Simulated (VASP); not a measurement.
# Si5F (F-43m) in VASP: further runs

Runs on Si5F. Level: PBE. Tasks: single point, relaxation of cell and atoms.

Everything below comes from runs of VASP 6.6.1. Logs are shortened: lines on timing, memory, paths and dates and some standing lists are left out, and cuts for length are marked.

### Step 1. The cell of the first run

The structure is cubic, space group F-43m (No. 216). Conventional cell: a = 6.981 Å, b = 6.981 Å, c = 6.981 Å, α = 90.00°, β = 90.00°, γ = 90.00°. Si (site symmetry 3m) has 9 Si at 2.47 to 2.89 Å and 3 F at 2.89 Å within 3.3 Å. Si (site symmetry -43m) has 12 Si at 2.89 Å and 4 F at 3.02 Å within 3.8 Å. F (site symmetry -43m) has 16 Si at 2.89 to 3.02 Å within 3.8 Å.

### Step 2. Single point, PBE

Input file INCAR:

```
PREC = Accurate
ENCUT = 520
EDIFF = 1E-7
ISMEAR = 0
SIGMA = 0.1
LREAL = F
LASPH = T
NELM = 60
ALGO = Normal
ISIF = 2
LWAVE = F
LCHARG = F
GGA = PE
NBANDS = 22
```

Input file KPOINTS:

```
regular mesh
0
Gamma
  4 4 4
```

Input file POSCAR:

```
Si5F
1.0
    0.0000000000      3.4906717000      3.4906717000
    3.4906717000      0.0000000000      3.4906717000
    3.4906717000      3.4906717000      0.0000000000
Si F
5 1
Direct
    0.1250000000      0.6250000000      0.6250000000
    0.6250000000      0.6250000000      0.6250000000
    0.6250000000      0.1250000000      0.6250000000
    0.6250000000      0.6250000000      0.1250000000
    0.2500000000      0.2500000000      0.2500000000
    0.0000000000      0.0000000000      0.0000000000
```

Potentials or basis: VASP PAW PBE potentials, release 64 (Si, F).

Started as:

```
$ cat potpaw_PBE.64/Si/POTCAR potpaw_PBE.64/F/POTCAR > POTCAR
$ mpirun -np 1 vasp_std > vasp.out
```

OUTCAR:

```text
PREC = Accurate
   ENCUT = 520
   EDIFF = 1E-7
   ISMEAR = 0
   LREAL = F
   LASPH = T
   NELM = 60
   ISIF = 2
   GGA = PE

 ion  position               nearest neighbor table
   1  0.125  0.625  0.625-   2 2.47   4 2.47   3 2.47   2 2.47   3 2.47   4 2.47   5 2.89   5 2.89
                             5 2.89
   2  0.625  0.625  0.625-   1 2.47   3 2.47   4 2.47   4 2.47   3 2.47   1 2.47   5 2.89   5 2.89
                             5 2.89
   3  0.625  0.125  0.625-   2 2.47   4 2.47   1 2.47   2 2.47   4 2.47   1 2.47   5 2.89   5 2.89
                             5 2.89
   4  0.625  0.625  0.125-   2 2.47   1 2.47   2 2.47   3 2.47   3 2.47   1 2.47   5 2.89   5 2.89
                             5 2.89
   5  0.250  0.250  0.250-   1 2.89   3 2.89   4 2.89   1 2.89   2 2.89   3 2.89   1 2.89   2 2.89
                             4 2.89   2 2.89   3 2.89   4 2.89
   6  0.000  0.000  0.000-

  LATTYP: Found a face centered cubic cell.
 ALAT       =     6.9813434000

  Lattice vectors:

 A1 = (   0.0000000000,   3.4906717000,   3.4906717000)
 A2 = (   3.4906717000,   0.0000000000,   3.4906717000)
 A3 = (   3.4906717000,   3.4906717000,   0.0000000000)

Analysis of symmetry for initial positions (statically):
=====================================================================
 Subroutine PRICEL returns:
 Original cell was already a primitive cell.

 Routine SETGRP: Setting up the symmetry group for a
 face centered cubic supercell.

 Subroutine GETGRP returns: Found 24 space group operations
 (whereof 24 operations were pure point group operations)
 out of a pool of 48 trial point group operations.

The static configuration has the point symmetry T_d .

Analysis of symmetry for dynamics (positions and initial velocities):
=====================================================================
 Subroutine PRICEL returns:
 Original cell was already a primitive cell.

 Routine SETGRP: Setting up the symmetry group for a
 face centered cubic supercell.

 Subroutine GETGRP returns: Found 24 space group operations
 (whereof 24 operations were pure point group operations)
 out of a pool of 48 trial point group operations.

The dynamic configuration has the point symmetry T_d .

 Subroutine INISYM returns: Found 24 space group operations
 (whereof 24 operations are pure point group operations),
 and found     1 'primitive' translations

----------------------------------------------------------------------------------------

                                     Primitive cell

  volume of cell :      85.0662

  direct lattice vectors                    reciprocal lattice vectors
     0.000000000  3.490671700  3.490671700    -0.143238907  0.143238907  0.143238907
     3.490671700  0.000000000  3.490671700     0.143238907 -0.143238907  0.143238907
     3.490671700  3.490671700  0.000000000     0.143238907  0.143238907 -0.143238907

  length of vectors
     4.936555260  4.936555260  4.936555260     0.248097065  0.248097065  0.248097065

  position of ions in fractional coordinates (direct lattice)
     0.125000000  0.625000000  0.625000000
     0.625000000  0.625000000  0.625000000
     0.625000000  0.125000000  0.625000000
     0.625000000  0.625000000  0.125000000
     0.250000000  0.250000000  0.250000000
     0.000000000  0.000000000  0.000000000

  ion indices of the primitive-cell ions
   primitive index   ion index
                 1           1
                 2           2
                 3           3
                 4           4
                 5           5
                 6           6

----------------------------------------------------------------------------------------

 KPOINTS: regular mesh

Automatic generation of k-mesh.
 Grid dimensions read from file:
 generate k-points for:    4    4    4

 Generating k-lattice:

  Cartesian coordinates                     Fractional coordinates (reciprocal lattice)
    -0.035809727  0.035809727  0.035809727     0.250000000  0.000000000  0.000000000
     0.035809727 -0.035809727  0.035809727     0.000000000  0.250000000  0.000000000
     0.035809727  0.035809727 -0.035809727     0.000000000  0.000000000  0.250000000

  Length of vectors
     0.062024266  0.062024266  0.062024266

  Shift w.r.t. Gamma in fractional coordinates (k-lattice)
     0.000000000  0.000000000  0.000000000

 Subroutine IBZKPT returns following result:
 ===========================================

 Found      8 irreducible k-points:

 Following reciprocal coordinates:
            Coordinates               Weight
  0.000000  0.000000  0.000000      1.000000
  0.250000  0.000000  0.000000      8.000000
  0.500000  0.000000  0.000000      4.000000
  0.250000  0.250000  0.000000      6.000000
  0.500000  0.250000  0.000000     24.000000
 -0.250000  0.250000  0.000000     12.000000
  0.500000  0.500000  0.000000      3.000000
 -0.250000  0.500000  0.250000      6.000000
   k-points           NKPTS =      8   k-points in BZ     NKDIM =      8   number of bands    NBANDS=     22
   number of dos      NEDOS =    301   number of ions     NIONS =      6
   total plane-waves  NPLWV =  64000
   dimension x,y,z NGX =    40 NGY =   40 NGZ =   40
   dimension x,y,z NGXF=    80 NGYF=   80 NGZF=   80
   ions per type =               5   1
   NGX,Y,Z   is equivalent  to a cutoff of  13.47, 13.47, 13.47 a.u.
   NGXF,Y,Z  is equivalent  to a cutoff of  26.94, 26.94, 26.94 a.u.
 SYSTEM =  unknown system
   PREC   = accura    normal or accurate (medium, high low for compatibility)
   ISTART =      0    job   : 0-new  1-cont  2-samecut
   ICHARG =      2    charge: 1-file 2-atom 10-const
   ISPIN  =      1    spin polarized calculation?
   LNONCOLLINEAR =      F non collinear calculations
   LSORBIT =      F    spin-orbit coupling
   LASPH  =      T    aspherical Exc in radial PAW
   ENCUT  =  520.0 eV  38.22 Ry    6.18 a.u.   9.18  9.18  9.18*2*pi/ulx,y,z
   NELM   =     60;   NELMIN=  2; NELMDL= -5     # of ELM steps
   EDIFF  = 0.1E-06   stopping-criterion for ELM
   LREAL  =      F    real-space projection
   EDIFFG = 0.1E-05   stopping-criterion for IOM
   NSW    =      0    number of steps for IOM
   IBRION =     -1    ionic relax: 0-MD 1-quasi-New 2-CG
   NFREE  =      0    steps in history (QN), initial steepest desc. (CG)
   ISIF   =      2    stress and relaxation
   ISYM   =      2    0-nonsym 1-usesym 2-fastsym
   POTIM  = 0.5000    time-step for ionic-motion
   TEBEG  =    0.0;   TEEND  =   0.0 temperature during run
   PSTRESS=    0.0 pullay stress
   NELECT =      27.0000    total number of electrons
   NUPDOWN=      -1.0000    fix difference up-down
   EMIN   =  10.00;   EMAX   =-10.00  energy-range for DOS
   EFERMI =   0.00;   METHOD = LEGACY
   ISMEAR =     0;   SIGMA  =   0.10  broadening in eV -4-tet -1-fermi 0-gaus
   EFERMI_NEDOS =   21; number of points for ismear=-14 and -15
   IALGO  =     38    algorithm
   IMIX   =      4    mixing-type and parameters
     AMIX     =   0.40;   BMIX     =  1.00
     AMIX_MAG =   1.60;   BMIX_MAG =  1.00
  volume/ion in A,a.u.               =      14.18        95.68
  Fermi-wavevector in a.u.,A,eV,Ry     =   1.116719  2.110292 16.967287  1.247060
  Thomas-Fermi vector in A             =   2.253335
   LORBIT       =      0    0 simple, 1 ext, 2 COOP (PROOUT), +10 PAW based schemes
   GGA     = PE    functional components
   LHFCALC =     F    Hartree Fock is set to
   AEXX    =    0.0000 exact exchange contribution
   IVDW    =     0    specifies the selected vdW correction
   LEPSILON=     F    determine dielectric tensor
   LRPA    =     F    only Hartree local field effects (RPA)
 non-spin polarized calculation
 Gauss-broadening in eV      SIGMA  =   0.10
  energy-cutoff  :      520.00
  volume of cell :       85.07
 maximum number of plane-waves:      2302
 NGX is ok and might be reduce to    40
   NGX = 19   NGY = 19   NGZ = 19

 number of electron      27.0000011 magnetization

 Free energy of the ion-electron system (eV)
  ---------------------------------------------------
  ext. energy  EPLUGINS =         0.00000000
  ---------------------------------------------------
  free energy    TOTEN  =       -27.49228402 eV

  energy without entropy =      -27.48137551  energy(sigma->0) =      -27.48682977

 E-fermi :   8.4304     XC(G=0): -10.8497

 val. band max:        8.3752043839   @ k =   0.5000   0.0000   0.0000
 cond. band min:       8.4704922917   @ k =   0.5000   0.0000   0.0000
 fundamental gap:      0.0952879078
 Fermi energy:         8.4304300897

 k-point     1 :       0.0000    0.0000    0.0000
  band No.  band energies     occupation
      1     -13.4728      2.00000
      2      -5.3312      2.00000
      3       0.8081      2.00000
      4       2.9405      2.00000
      5       3.0789      2.00000
      6       3.0789      2.00000
[... 14 lines left out ...]
     21      17.1887      0.00000
     22      17.2871      0.00000

 k-point     2 :       0.2500    0.0000    0.0000
  band No.  band energies     occupation
      1     -13.4609      2.00000
      2      -4.9436      2.00000
      3      -0.8038      2.00000
      4       1.1838      2.00000
      5       2.3676      2.00000
      6       2.3676      2.00000
[... 14 lines left out ...]
     21      14.5453      0.00000
     22      16.3243      0.00000

 k-point     3 :       0.5000    0.0000    0.0000
  band No.  band energies     occupation
      1     -13.4491      2.00000
      2      -4.2444      2.00000
      3      -2.3808      2.00000
      4       0.7061      2.00000
      5       2.2126      2.00000
      6       2.2126      2.00000
[... 14 lines left out ...]
     21      14.0947      0.00000
     22      14.2008      0.00000

 k-point     4 :       0.2500    0.2500    0.0000
  band No.  band energies     occupation
      1     -13.4575      2.00000
      2      -4.7923      2.00000
      3      -0.7571      2.00000
      4       0.8285      2.00000
      5       1.2887      2.00000
      6       1.2887      2.00000
[... 14 lines left out ...]
     21      14.6399      0.00000
     22      14.6399      0.00000

 k-point     5 :       0.5000    0.2500    0.0000
  band No.  band energies     occupation
      1     -13.4461      2.00000
      2      -3.9709      2.00000
      3      -2.2552      2.00000
      4      -0.6095      2.00000
      5       1.1111      2.00000
      6       2.2622      2.00000
[... 14 lines left out ...]
     21      13.8181      0.00000
     22      14.4182      0.00000

 k-point     6 :      -0.2500    0.2500    0.0000
  band No.  band energies     occupation
      1     -13.4495      2.00000
      2      -4.3198      2.00000
      3      -1.7837      2.00000
      4      -0.5262      2.00000
      5       1.8946      2.00000
      6       2.3764      2.00000
[... 14 lines left out ...]
     21      14.3516      0.00000
     22      14.5901      0.00000

 k-point     7 :       0.5000    0.5000    0.0000
  band No.  band energies     occupation
      1     -13.4426      2.00000
      2      -3.1447      2.00000
      3      -3.1419      2.00000
      4      -0.1290      2.00000
      5       0.6209      2.00000
      6       0.6209      2.00000
[... 14 lines left out ...]
     21      13.3373      0.00000
     22      13.3373      0.00000

 k-point     8 :      -0.2500    0.5000    0.2500
  band No.  band energies     occupation
      1     -13.4423      2.00000
      2      -3.1864      2.00000
      3      -2.9279      2.00000
      4      -1.3486      2.00000
      5       0.8897      2.00000
      6       3.3947      2.00000
[... 14 lines left out ...]
     21      13.7562      0.00000
     22      14.3620      0.00000

------------------------ aborting loop because EDIFF is reached ----------------------------------------

  FORCE on cell =-STRESS in cart. coord.  units (eV):
  Direction    XX          YY          ZZ          XY          YZ          ZX
  --------------------------------------------------------------------------------------
  -------------------------------------------------------------------------------------
  Total        3.2628351      3.2628351      3.2628351      0.0000000     -0.0000000      0.0000000
  in kB       61.4537933     61.4537933     61.4537933      0.0000000     -0.0000000      0.0000000
  external PRESSURE =      61.4537933 kB  Pullay stress =       0.0000000 kB

 VOLUME and BASIS-vectors are now :
 -----------------------------------------------------------------------------
  energy-cutoff  :      520.00
  volume of cell :       85.07
      direct lattice vectors                 reciprocal lattice vectors
     0.000000000  3.490671700  3.490671700    -0.143238907  0.143238907  0.143238907
     3.490671700  0.000000000  3.490671700     0.143238907 -0.143238907  0.143238907
     3.490671700  3.490671700  0.000000000     0.143238907  0.143238907 -0.143238907

 POSITION                                       TOTAL-FORCE (eV/Angst)
 -----------------------------------------------------------------------------------
      4.36334      2.61800      2.61800         0.171811     -0.171811     -0.171811
      4.36334      4.36334      4.36334         0.171811      0.171811      0.171811
      2.61800      4.36334      2.61800        -0.171811      0.171811     -0.171811
      2.61800      2.61800      4.36334        -0.171811     -0.171811      0.171811
      1.74534      1.74534      1.74534        -0.000000      0.000000     -0.000000
      0.00000      0.00000      0.00000        -0.000000      0.000000     -0.000000
 -----------------------------------------------------------------------------------
    total drift:                                0.000000      0.000000      0.000000

  FREE ENERGIE OF THE ION-ELECTRON SYSTEM (eV)
  ---------------------------------------------------
  free  energy   TOTEN  =       -27.4922840232 eV

  energy  without entropy=      -27.4813755097  energy(sigma->0) =      -27.48682977
```

It took 19 s on 1 thread of Intel Xeon Platinum 8488C (Sapphire Rapids), shared host; peak memory 0.22 GiB.

Results:

```yaml
Free_energy: -27.4923 eV
Pressure: 6.1 GPa
```

Caveat: the k points lie up to 0.39 Å⁻¹ apart; an odd number of electrons without spin polarisation forces a metal; a magnetic or distorted state may lie lower.

### Step 3. Single point, PBE

This run uses another cell than the first one, of 15.04 Å³/atom, 1.061 times its volume.

Input file INCAR:

```
SYSTEM = Si5F
PREC = Accurate
ENCUT = 520
EDIFF = 1E-6
ISMEAR = 0
SIGMA = 0.1
LREAL = .False.
LASPH = .True.
NELM = 100
ALGO = Normal
ISIF = 2
LWAVE = .False.
LCHARG = .False.
GGA = PE
NBANDS = 22
```

Input file KPOINTS:

```
regular mesh
0
Gamma
  4 4 4
  0 0 0
```

Input file POSCAR:

```
Si5F
1.0
    0.0000000000      3.5602846841      3.5602846841
    3.5602846841      0.0000000000      3.5602846841
    3.5602846841      3.5602846841      0.0000000000
Si F
5 1
Direct
    0.1227753192      0.6257415603      0.6257415603
    0.6257415603      0.6257415603      0.6257415603
    0.6257415603      0.1227753192      0.6257415603
    0.6257415603      0.6257415603      0.1227753192
    0.2500000000      0.2500000000      0.2500000000
    0.0000000000      0.0000000000      0.0000000000
```

Potentials or basis: VASP PAW PBE potentials, release 64 (Si, F).

Started as:

```
$ cat potpaw_PBE.64/Si/POTCAR potpaw_PBE.64/F/POTCAR > POTCAR
$ mpirun -np 1 vasp_std > vasp.out
```

Run time: 17 s. Hardware: 1 thread of Intel Xeon Platinum 8488C (Sapphire Rapids), shared host; peak memory 0.22 GiB.

The run converged. Its results:

- Free energy: -27.5985 eV
- Pressure: 0.2 GPa
- Largest force: 0.039 eV/Å

Forces in eV/Å, atoms in the order of the input:
```
Si   0.023 -0.023 -0.023
Si   0.023  0.023  0.023
Si  -0.023  0.023 -0.023
Si  -0.023 -0.023  0.023
Si   0.000  0.000  0.000
F    0.000  0.000  0.000
```

Levels at points of the mesh, in eV from the Fermi level:
```tsv
k point	band 10	band 11	band 12	band 13	band 14	band 15	band 16	band 17
(0.00, 0.00, 0.00)	-4.94	-3.27	-3.27	-3.27	-1.67	-1.67	1.61	1.61
(0.50, 0.00, 0.00)	-3.11	-2.25	-2.25	-0.04	0.05	0.05	1.84	1.84
(0.50, 0.50, 0.00)	-2.82	-0.90	0.07	0.07	0.54	1.36	1.52	1.52
```

Caveat: the k points lie up to 0.38 Å⁻¹ apart; an odd number of electrons without spin polarisation forces a metal; a magnetic or distorted state may lie lower.

(Continued in part 2 of 2.)
